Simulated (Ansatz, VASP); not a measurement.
# MgHgBr3 in VASP and in Ansatz

```
CELL_PARAMETERS angstrom
5.34265 0.00000 0.00000
0.00000 5.34265 0.00000
0.00000 0.00000 5.34265
ATOMIC_POSITIONS crystal
Mg 0.50000 0.50000 0.50000
Hg 0.00000 0.00000 0.00000
Br 0.50000 0.00000 0.50000
Br 0.00000 0.50000 0.50000
Br 0.50000 0.50000 0.00000
```

Change from the starting cell: species swapped into the CsCaBr3 type (Pm-3m, No. 221).

Alike in both runs: task single point; functional PBE; k mesh 4 × 4 × 4; occupations gaussian, width 0.1 eV; no spin polarisation.

```csv
,VASP,Ansatz
version,VASP 6.6.1,Ansatz 0.2.0
potentials or method,"VASP PAW PBE potentials, release 64 (Mg, Hg, Br), cutoff 520 eV","scalar-relativistic, plane waves, PAW"
valence electrons in the cell,35,51
```

|  | VASP | Ansatz | Ansatz less VASP |
| --- | --- | --- | --- |
| gap on the k mesh at the Fermi level (eV) | none | none | - |
| pressure (GPa) | -0.7 | -0.7 | +0.05 |

A gap of «none» marks a metal or a gap that the smearing closes. The functional is the same, so the differences come from potentials, cutoffs and numerics. VASP's potentials hold 35 valence electrons a cell and Ansatz's 51, so a difference there can come from the potentials and not from the codes.

Spin-orbit coupling is off throughout.
